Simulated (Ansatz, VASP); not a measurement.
# Al2Cu in VASP and in Ansatz

```
Al Cu
1.0
     0.00000   -4.08417    0.00000
     0.00000    0.00000   -2.84639
    12.25252   -0.81683    0.56928
Al Cu
6 3
Direct
  0.98334 0.51666 0.08332
  0.91667 0.58333 0.41665
  0.85000 0.65000 0.74998
  0.31667 0.68333 0.91665
  0.45000 0.55000 0.24998
  0.38334 0.61666 0.58332
  0.95000 0.05000 0.24998
  0.88334 0.11666 0.58332
  0.81667 0.18333 0.91665
```

Alike in both runs: task single point; functional PBEsol; k mesh 11 × 16 × 4; occupations gaussian, width 0.15 eV; no spin polarisation.

|  | VASP | Ansatz |
| --- | --- | --- |
| version | VASP 6.6.1 | Ansatz 0.2.0 |
| potentials or method | VASP PAW PBE potentials, release 64 (Al, Cu), cutoff 520 eV | scalar-relativistic, plane waves, PAW |
| valence electrons in the cell | 51 | 75 |

```tsv
	VASP	Ansatz	Ansatz less VASP
gap on the k mesh at the Fermi level (eV)	none	none	-
pressure (GPa)	1.9	1.5	-0.39
traceless stress, the component that is largest in VASP (GPa)	-1.80	-1.79	+0.008
rms of the force components (eV/Å)	0.392	0.391	-0.0009
```

VASP's potentials were made for PBE, not for PBEsol. Atom by atom the forces differ by 0.003 eV/Å (rms over components). A gap of «none» marks a metal or a gap that the smearing closes. VASP's potentials hold 51 valence electrons a cell and Ansatz's 75, so a difference there can come from the potentials and not from the codes.
